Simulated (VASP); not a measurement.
Here is a VASP 6.6.1 calculation.

Contents of INCAR:

```
SYSTEM = Se
  PREC = Accurate
  ENCUT = 520
  EDIFF = 1E-6
  ISMEAR = -1
  SIGMA = 0.15
  LREAL = .FALSE.
  LASPH = .TRUE.
  NELM = 100
  ALGO = Normal
  ISIF = 2
  LWAVE = .FALSE.
  LCHARG = .TRUE.
  GGA = PS
  LELF = .TRUE.
  LVHAR = .TRUE.
  NBANDS = 9
```

Contents of KPOINTS:

```
Automatic mesh
0
G
  20 20 20
  0 0 0
```

POSCAR

```
Se
1.0
   -1.6903301878      1.6903301878      1.6903301878
    1.6903301878     -1.6903301878      1.6903301878
    1.6903301878      1.6903301878     -1.6903301878
Se
1
Direct
    0.0000000000      0.0000000000      0.0000000000
```

Potentials or basis: VASP PAW PBE potentials, release 64 (Se).

The run is started by

```console
$ cat potpaw_PBE.64/Se/POTCAR > POTCAR
$ mpirun -np 1 vasp_std > vasp.out
```

Question: What does it give for the band gap on the k mesh?

Answer: Zero (bands 3 and 4 overlap by 7.29 eV).

Question: Estimate the pressure.

Answer: 0.1 GPa.

Caveat: the PAW data sets were made with another functional, which shifts forces and pressure a little.
